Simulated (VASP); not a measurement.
Set up this calculation in VASP 6.6.1, as the native input.

```yaml
Task: single point
Functional: PBE
Dispersion: D4
Potentials_or_basis: VASP PAW PBE potentials, release 64 (Ba_sv, Ti_sv, O)
Cutoff: 520 eV
k_mesh: 4 × 4 × 4
Occupations: methfessel-paxton, width 0.02 eV
Spin: no spin polarisation
Dipole_correction: no
Further_INCAR_settings: ALGO = Normal; EDIFF = 1e-07; NBANDS = 28
```

The structure of BaTiO3 lies in POSCAR:

```
BaTiO3
1.0
    4.0060000000      0.0000000000      0.0000000000
    0.0000000000      4.0060000000      0.0000000000
    0.0000000000      0.0000000000      4.0060000000
Ba Ti O
1 1 3
Direct
    0.5000000000      0.5000000000      0.5000000000
    0.0000000000      0.0000000000      0.0000000000
    0.5000000000      0.0000000000      0.0000000000
    0.0000000000      0.5000000000      0.0000000000
    0.0000000000      0.0000000000      0.5000000000
```

The input as run:

INCAR

```
  PREC = Accurate
  ENCUT = 520
  EDIFF = 1E-7
  ISMEAR = 1
  SIGMA = 0.02
  LREAL = False
  LASPH = True
  NELM = 80
  ALGO = Normal
  ISIF = 2
  LWAVE = False
  LCHARG = False
  GGA = PE
  IVDW = 13
  NBANDS = 28
```

KPOINTS

```
Automatic mesh
0
Gamma
  4 4 4
```

Potentials or basis: VASP PAW PBE potentials, release 64 (Ba_sv, Ti_sv, O).

The run is started by

```console
$ cat potpaw_PBE.64/Ba_sv/POTCAR potpaw_PBE.64/Ti_sv/POTCAR potpaw_PBE.64/O/POTCAR > POTCAR
$ mpirun -np 1 vasp_std > vasp.out
```

It gave:

* Pressure: 0.6 GPa
* Band gap on the k mesh: 1.72 eV, indirect (least direct gap 1.87 eV)
* Dispersion energy per atom: -0.215 eV

Caveat: spin-orbit coupling is left out, which moves the levels of the heavy elements.

Run time: 24 s on 1 thread of AMD EPYC 7R13 Processor (Zen 3) (shared host), peak memory 0.14 GiB.
